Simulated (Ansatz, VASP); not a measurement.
**TiC in VASP and in Ansatz**

```
Ti C
1.0
     0.00000    2.13054    2.13054
     2.13054    0.00000    2.13054
     2.13054    2.13054    0.00000
Ti C
1 1
Cartesian
  0.0000 0.0000 0.0000
  2.1305 2.1305 2.1305
```

Alike in both runs: functional LDA; k mesh 8 × 8 × 8; occupations gaussian, width 0.1 eV; no spin polarisation.

Ansatz relaxed the structure, and its values are those at the end. VASP's run is a single point on that final structure, the one shown.

```csv
,VASP,Ansatz
version,VASP 6.6.1,Ansatz 0.2.0
potentials or method,"VASP PAW LDA potentials, release 64 (Ti_sv, C), cutoff 600 eV","scalar-relativistic, plane waves, PAW"
valence electrons in the cell,16,16
```

|  | VASP | Ansatz | Ansatz less VASP |
| --- | --- | --- | --- |
| gap on the k mesh at the Fermi level (eV) | none | none | - |
| pressure (GPa) | 0.6 | -0.1 | -0.61 |

LDA's correlation is that of Perdew and Zunger in VASP and of Perdew and Wang (1992) in Ansatz. A gap of «none» marks a metal or a gap that the smearing closes.
